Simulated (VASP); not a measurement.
# NaF (Imm2) in VASP: single point with r2SCAN

Aim: the single point of NaF with r2SCAN.

All numbers are computed with VASP 6.6.1; they aren't measurements. Logs are shortened: lines on timing, memory, paths and dates and some standing lists are left out, and cuts for length are marked.

**1. The cell of the first run**

It takes space group Imm2 (No. 44, orthorhombic). Conventional cell: a = 3.483 Å, b = 3.676 Å, c = 5.063 Å, α = 90.00°, β = 90.00°, γ = 90.00°. Within 2.9 Å of Na (site symmetry mm2) lie 4 F at 2.19 to 2.20 Å. F (site symmetry mm2) has 4 Na at 2.19 to 2.20 Å within 2.9 Å.

**2. Single point, r2SCAN (shear xy strain +5.4%)**

POSCAR reads:

```
NaF
1.0
    0.0680909308      2.5312613679      2.5312613679
    2.5312613679      0.0680909308      2.5312613679
    2.5993522987      2.5993522987      0.0000000000
Na F
1 1
Direct
    0.0060307447      0.0060307447     -0.0060307447
    0.2439692553      0.2439692553      0.2560307447
```

INCAR.step1 reads:

```
  ALGO = Normal
  EDIFF = 1E-4
  ENCUT = 520
  GGA = PE
  ISMEAR = 0
  LASPH = T
  LCHARG = F
  LREAL = F
  LWAVE = T
  NBANDS = 14
  NELM = 80
  PREC = Accurate
  SIGMA = 0.01
```

INCAR.step2 reads:

```
  ALGO = Normal
  EDIFF = 1E-7
  ENCUT = 520
  ISIF = 2
  ISMEAR = 0
  ISTART = 1
  LASPH = T
  LCHARG = T
  LELF = T
  LMIXTAU = T
  LREAL = F
  LVHAR = T
  LWAVE = F
  METAGGA = R2SCAN
  NBANDS = 14
  NELM = 80
  PREC = Accurate
  SIGMA = 0.01
```

KPOINTS reads:

```
k-points
0
Gamma
  8 8 8
```

Potentials or basis: VASP PAW PBE potentials, release 64 (Na_pv, F).

Started as:

```console
$ cat potpaw_PBE.64/Na_pv/POTCAR potpaw_PBE.64/F/POTCAR > POTCAR
$ cp INCAR.step1 INCAR
$ mpirun -np 1 vasp_std > vasp.out
$ cp INCAR.step2 INCAR
$ mpirun -np 1 vasp_std > vasp.out
```

OUTCAR:

```text
EDIFF = 1E-7
   ENCUT = 520
   ISIF = 2
   ISMEAR = 0
   ISTART = 1
   LASPH = T
   LREAL = F
   METAGGA = R2SCAN
   NELM = 80
   PREC = Accurate

 ion  position               nearest neighbor table
   1  0.006  0.006  0.994-   2 2.19   2 2.19   2 2.20   2 2.20
   2  0.244  0.244  0.256-   1 2.19   1 2.19   1 2.20   1 2.20

  LATTYP: Found a body centered orthorhombic cell.
 ALAT       =     3.4834490386
 B/A-ratio  =     1.0552872264
 C/A-ratio  =     1.4533075351

  Lattice vectors:

 A1 = (   2.5312613679,   0.0680909308,  -2.5312613679)
 A2 = (  -2.5312613679,  -0.0680909308,  -2.5312613679)
 A3 = (   0.0680909308,   2.5312613679,   2.5312613679)

Analysis of symmetry for initial positions (statically):
=====================================================================
 Subroutine PRICEL returns:
 Original cell was already a primitive cell.

 Routine SETGRP: Setting up the symmetry group for a
 body centered orthorhombic supercell.

 Subroutine GETGRP returns: Found  4 space group operations
 (whereof  4 operations were pure point group operations)
 out of a pool of  8 trial point group operations.

The static configuration has the point symmetry C_2v.

Analysis of symmetry for dynamics (positions and initial velocities):
=====================================================================
 Subroutine PRICEL returns:
 Original cell was already a primitive cell.

 Routine SETGRP: Setting up the symmetry group for a
 body centered orthorhombic supercell.

 Subroutine GETGRP returns: Found  4 space group operations
 (whereof  4 operations were pure point group operations)
 out of a pool of  8 trial point group operations.

The dynamic configuration has the point symmetry C_2v.

 Subroutine INISYM returns: Found  4 space group operations
 (whereof  4 operations are pure point group operations),
 and found     1 'primitive' translations

----------------------------------------------------------------------------------------

                                     Primitive cell

  volume of cell :      32.4135

  direct lattice vectors                    reciprocal lattice vectors
     0.068090931  2.531261368  2.531261368    -0.202990419  0.202990419  0.197529977
     2.531261368  0.068090931  2.531261368     0.202990419 -0.202990419  0.197529977
     2.599352299  2.599352299  0.000000000     0.192355611  0.192355611 -0.197529977

  length of vectors
[... 90 lines left out ...]
   POTIM  = 0.5000    time-step for ionic-motion
   TEBEG  =    0.0;   TEEND  =   0.0 temperature during run
   PSTRESS=    0.0 pullay stress
   NELECT =      14.0000    total number of electrons
   NUPDOWN=      -1.0000    fix difference up-down
   EMIN   =  10.00;   EMAX   =-10.00  energy-range for DOS
   EFERMI =   0.00;   METHOD = LEGACY
   ISMEAR =     0;   SIGMA  =   0.01  broadening in eV -4-tet -1-fermi 0-gaus
   EFERMI_NEDOS =   21; number of points for ismear=-14 and -15
   IALGO  =     38    algorithm
   IMIX   =      4    mixing-type and parameters
     AMIX     =   0.40;   BMIX     =  1.00
     AMIX_MAG =   1.60;   BMIX_MAG =  1.00
  volume/ion in A,a.u.               =      16.21       109.37
  Fermi-wavevector in a.u.,A,eV,Ry     =   1.237491  2.338519 20.835737  1.531383
  Thomas-Fermi vector in A             =   2.372056
   LORBIT       =      0    0 simple, 1 ext, 2 COOP (PROOUT), +10 PAW based schemes
   METAGGA = R2SCAN    functional components
   LHFCALC =     F    Hartree Fock is set to
   AEXX    =    0.0000 exact exchange contribution
   IVDW    =     0    specifies the selected vdW correction
   LEPSILON=     F    determine dielectric tensor
   LRPA    =     F    only Hartree local field effects (RPA)
 non-spin polarized calculation
 Gauss-broadening in eV      SIGMA  =   0.01
  energy-cutoff  :      520.00
  volume of cell :       32.41
 maximum number of plane-waves:       889
   NGX = 13   NGY = 13   NGZ = 13

 number of electron      13.9999998 magnetization

 Free energy of the ion-electron system (eV)
  ---------------------------------------------------
  ext. energy  EPLUGINS =         0.00000000
  ---------------------------------------------------
  free energy    TOTEN  =       -12.31735805 eV

  energy without entropy =      -12.31735805  energy(sigma->0) =      -12.31735805

 E-fermi :  -3.8573     XC(G=0):  -8.2355

 val. band max:       -3.9262335802   @ k =   0.0000   0.0000   0.0000
 cond. band min:       2.2816813785   @ k =   0.0000   0.0000   0.0000
 fundamental gap:      6.2079149587
 Fermi energy:        -3.8572980558

 k-point     1 :       0.0000    0.0000    0.0000
  band No.  band energies     occupation
      1     -23.8557      2.00000
      2     -23.4146      2.00000
      3     -23.4060      2.00000
      4     -23.4057      2.00000
      5      -4.0333      2.00000
      6      -3.9854      2.00000
      7      -3.9262      2.00000
      8       2.2817      0.00000
      9      15.9134      0.00000
     10      16.5190      0.00000
     11      17.0782      0.00000
     12      17.2963      0.00000
     13      17.6203      0.00000
     14      18.3631      0.00000
[... 377 lines left out ...]
      1     -24.1096      2.00000
      2     -23.4202      2.00000
      3     -23.4160      2.00000
      4     -23.1221      2.00000
      5      -4.3627      2.00000
      6      -4.0514      2.00000
      7      -4.0233      2.00000
      8       3.7034      0.00000
      9      12.5082      0.00000
     10      14.2049      0.00000
     11      14.9905      0.00000
     12      16.3084      0.00000
     13      18.6597      0.00000
     14      19.1906      0.00000

 [... further k-points ...]

------------------------ aborting loop because EDIFF is reached ----------------------------------------

  FORCE on cell =-STRESS in cart. coord.  units (eV):
  Direction    XX          YY          ZZ          XY          YZ          ZX
  --------------------------------------------------------------------------------------
  -------------------------------------------------------------------------------------
  Total       -0.0704222     -0.0704222     -0.0983130     -0.1532714      0.0000000      0.0000000
  in kB       -3.4809151     -3.4809151     -4.8595378     -7.5760913      0.0000000      0.0000000
  external PRESSURE =      -3.9404560 kB  Pullay stress =       0.0000000 kB

 VOLUME and BASIS-vectors are now :
 -----------------------------------------------------------------------------
  energy-cutoff  :      520.00
  volume of cell :       32.41
      direct lattice vectors                 reciprocal lattice vectors
     0.068090931  2.531261368  2.531261368    -0.202990419  0.202990419  0.197529977
     2.531261368  0.068090931  2.531261368     0.202990419 -0.202990419  0.197529977
     2.599352299  2.599352299  0.000000000     0.192355611  0.192355611 -0.197529977

 POSITION                                       TOTAL-FORCE (eV/Angst)
 -----------------------------------------------------------------------------------
      2.59935      2.59935      0.03053        -0.000000     -0.000000      0.000759
      1.29968      1.29968      1.23510         0.000000      0.000000     -0.000759
 -----------------------------------------------------------------------------------
    total drift:                                0.000023      0.000023     -0.002665

  FREE ENERGIE OF THE ION-ELECTRON SYSTEM (eV)
  ---------------------------------------------------
  free  energy   TOTEN  =       -12.3173580532 eV

  energy  without entropy=      -12.3173580532  energy(sigma->0) =      -12.31735805
```

OSZICAR.step1:

```text
N       E                     dE             d eps       ncg     rms          rms(c)
DAV:   1     0.109072582919E+03    0.10907E+03   -0.75065E+03  2696   0.113E+03
DAV:   2    -0.323058580263E+01   -0.11230E+03   -0.10439E+03  2816   0.325E+02
DAV:   3    -0.950623137751E+01   -0.62756E+01   -0.62611E+01  3356   0.715E+01
DAV:   4    -0.956488843284E+01   -0.58657E-01   -0.58654E-01  2912   0.760E+00
DAV:   5    -0.956558971068E+01   -0.70128E-03   -0.70127E-03  3500   0.825E-01    0.604E+00
DAV:   6    -0.838393027179E+01    0.11817E+01   -0.41778E+00  3714   0.165E+01    0.207E+00
DAV:   7    -0.836713098003E+01    0.16799E-01   -0.39964E-02  2768   0.204E+00    0.120E+00
DAV:   8    -0.837744466664E+01   -0.10314E-01   -0.44080E-02  2870   0.332E+00    0.212E-01
DAV:   9    -0.838012408593E+01   -0.26794E-02   -0.96248E-03  3260   0.105E+00    0.201E-01
DAV:  10    -0.837965630192E+01    0.46778E-03   -0.37133E-03  3050   0.789E-01    0.194E-02
DAV:  11    -0.837966032124E+01   -0.40193E-05   -0.79940E-05  3044   0.955E-02
   1 F= -.83796603E+01 E0= -.83796603E+01  d E =-.114457E-68
```

Wall time 4.6 min (1 thread of AMD EPYC 7R43 (Zen 3), shared host); peak memory 0.14 GiB.

What came out:

- Free energy: -12.3174 eV
- Pressure: -0.4 GPa
- Band gap on the k mesh: 6.21 eV, direct

Caveat: the cell differs from its parent crystal (shear xy strain +5.4%); the PAW data sets were made with another functional, which shifts forces and pressure a little. A k mesh can miss the band edges.
